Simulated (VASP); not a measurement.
Wanted: the native input for a VASP 6.6.1 run.

```yaml
Task: single point
Functional: PBE
Potentials_or_basis: VASP PAW PBE potentials, release 64 (In_d, Ga_d, P)
Cutoff: 520 eV
k_mesh: 6 × 6 × 6
Occupations: gaussian, width 0.1 eV
Spin: no spin polarisation
Dipole_correction: no
Further_INCAR_settings: ALGO = Normal; EDIFF = 1e-06; NBANDS = 36
```

The structure of In2GaP3 lies in POSCAR:

```
In2GaP3
1.0
   -1.9227939461      1.9227939461      8.1242230104
    1.9227939461     -1.9227939461      8.1242230104
    1.9227939461      1.9227939461     -8.1242230104
In Ga P
2 1 3
Direct
    0.8335804604      0.8335804604      0.0000000000
    0.1664195396      0.1664195396      0.0000000000
    0.5000000000      0.5000000000      0.0000000000
    0.0000000000      0.0000000000      0.0000000000
    0.6617027676      0.6617027676      0.0000000000
    0.3382972324      0.3382972324      0.0000000000
```

The input as run:

INCAR

```
PREC = Accurate
ENCUT = 520
EDIFF = 1E-6
ISMEAR = 0
SIGMA = 0.1
LREAL = False
LASPH = True
NELM = 100
ALGO = Normal
ISIF = 2
LWAVE = False
LCHARG = False
GGA = PE
NBANDS = 36
```

KPOINTS

```
regular mesh
0
Gamma
  6 6 6
```

Potentials or basis: VASP PAW PBE potentials, release 64 (In_d, Ga_d, P).

Command:

```bash
$ cat potpaw_PBE.64/In_d/POTCAR potpaw_PBE.64/Ga_d/POTCAR potpaw_PBE.64/P/POTCAR > POTCAR
$ mpirun -np 1 vasp_std > vasp.out
```

It gave:

- Pressure: -0.1 GPa
- Largest force: 0.015 eV/Å
- Band gap on the k mesh: zero (bands 27 and 28 overlap by 2.76 eV)

Caveat: spin-orbit coupling is left out, which moves the levels of the heavy elements.

It took 3.9 min on 1 thread of AMD EPYC 9R45 96-Core Processor (Zen 5) (shared host), peak memory 0.57 GiB.
